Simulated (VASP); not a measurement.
Input of a VASP 6.6.1 run:

The input INCAR:

```
SYSTEM = MgO
  ALGO = Normal
  EDIFF = 1E-6
  ENCUT = 600
  GGA = PE
  GGA_COMPAT = .FALSE.
  ISIF = 2
  ISMEAR = 0
  LASPH = .TRUE.
  LCHARG = .TRUE.
  LELF = .TRUE.
  LREAL = .FALSE.
  LVHAR = .TRUE.
  LWAVE = .FALSE.
  NBANDS = 11
  NELM = 120
  PREC = Accurate
  SIGMA = 0.05
```

KPOINTS

```
k-points
0
G
  8 8 8
  0 0 0
```

The input POSCAR:

```
MgO
1.0
    0.0000000000      2.1782000000      2.1782000000
    2.1782000000      0.0000000000      2.1782000000
    2.1782000000      2.1782000000      0.0000000000
Mg O
1 1
Direct
    0.0000000000      0.0000000000      0.0000000000
    0.5000000000      0.5000000000      0.5000000000
```

Potentials or basis: VASP PAW PBE potentials, release 64 (Mg, O).

Command:

```console
$ cat potpaw_PBE.64/Mg/POTCAR potpaw_PBE.64/O/POTCAR > POTCAR
$ mpirun -np 1 vasp_std > vasp.out
```

Question: Estimate the band gap on the k mesh.

Answer: 3.80 eV, direct.

Question: Predict the pressure.

Answer: -10.2 GPa.
